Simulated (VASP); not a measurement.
GaN: single point with r2SCAN

GaN:

```
Ga N
1.0
     3.29507    0.00000    0.00000
    -1.64754    2.85361    0.00000
     0.00000    0.00000    4.77263
Ga N
2 2
Direct
  0.33333 0.66667 0.25000
  0.66667 0.33333 0.75000
  0.33333 0.66667 0.75000
  0.66667 0.33333 0.25000
```

```json
{
  "Program": "VASP 6.6.1",
  "Task": "single point",
  "Functional": "r2SCAN",
  "Potentials or basis": "VASP PAW PBE potentials, release 64 (Ga_d, N)",
  "Cutoff": "520 eV",
  "k mesh": "12 × 12 × 4",
  "Occupations": "gaussian, width 0.1 eV",
  "Spin": "no spin polarisation",
  "Dipole correction": "no",
  "Further INCAR settings": "ALGO = Normal; EDIFF = 1e-07; NBANDS = 26"
}
```

The pressure is 1.2 GPa and the band gap on the k mesh is 1.88 eV.

Stress tensor (GPa, compression positive):
```
 1.96  0.00  0.00
 0.00  1.96  0.00
 0.00  0.00 -0.20
```

Levels at points of the mesh, in eV from the valence-band top:
```csv
k point,band 15,band 16,band 17,band 18,band 19,band 20,band 21,band 22
"(0.00, 0.00, 0.00)",-2.10,-0.92,-0.92,0.00,1.88,2.60,8.99,8.99
"(0.50, 0.00, 0.00)",-4.07,-4.03,-2.21,-1.95,3.83,5.58,7.13,8.84
"(0.00, 0.00, 0.50)",-1.50,-1.50,-1.50,-1.50,4.05,4.05,8.59,8.59
"(0.50, 0.00, 0.50)",-3.20,-3.20,-1.22,-1.22,4.82,4.82,6.91,6.91
```

Wall time 2.4 min on 1 thread of Intel(R) Xeon(R) Platinum 8488C (Sapphire Rapids) (shared host), peak memory 0.2 GiB.

Caveat: the PAW data sets were made with another functional, which shifts forces and pressure a little.
